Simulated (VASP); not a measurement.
Here is a VASP 6.6.1 calculation.

The input INCAR:

```
PREC = Accurate ; ENCUT = 520
EDIFF = 1E-6 ; ISMEAR = -1
SIGMA = 0.1 ; LREAL = F
LASPH = T ; NELM = 60
ALGO = Normal ; ISIF = 2
LWAVE = F ; LCHARG = F
GGA = CA ; NBANDS = 30
```

File KPOINTS:

```
regular mesh
0
Gamma
  4 4 4
```

The input POSCAR:

```
AgAu3
1.0
    4.0298275174      0.0000000000      0.0000000000
    0.0000000000      4.0298275174      0.0000000000
    0.0000000000      0.0000000000      4.0298275174
Au Ag
3 1
Direct
    0.0000000000      0.0000000000      0.0000000000
    0.0000000000      0.5000000000      0.5000000000
    0.5000000000      0.0000000000      0.5000000000
    0.5000000000      0.5000000000      0.0000000000
```

Potentials or basis: VASP PAW LDA potentials, release 64 (Au, Ag).

Run with:

```sh
$ cat potpaw_LDA.64/Au/POTCAR potpaw_LDA.64/Ag/POTCAR > POTCAR
$ mpirun -np 1 vasp_std > vasp.out
```

(1) What does it give for the band gap on the k mesh?

(2) Estimate the pressure.

Results:

(1) zero (bands 22 and 23 overlap by 2.00 eV).

(2) 0.6 GPa.

Caveat: the k points lie up to 0.39 Å⁻¹ apart, too coarse for converged energies and pressures of a metal; spin-orbit coupling is left out, which moves the levels of the heavy elements.
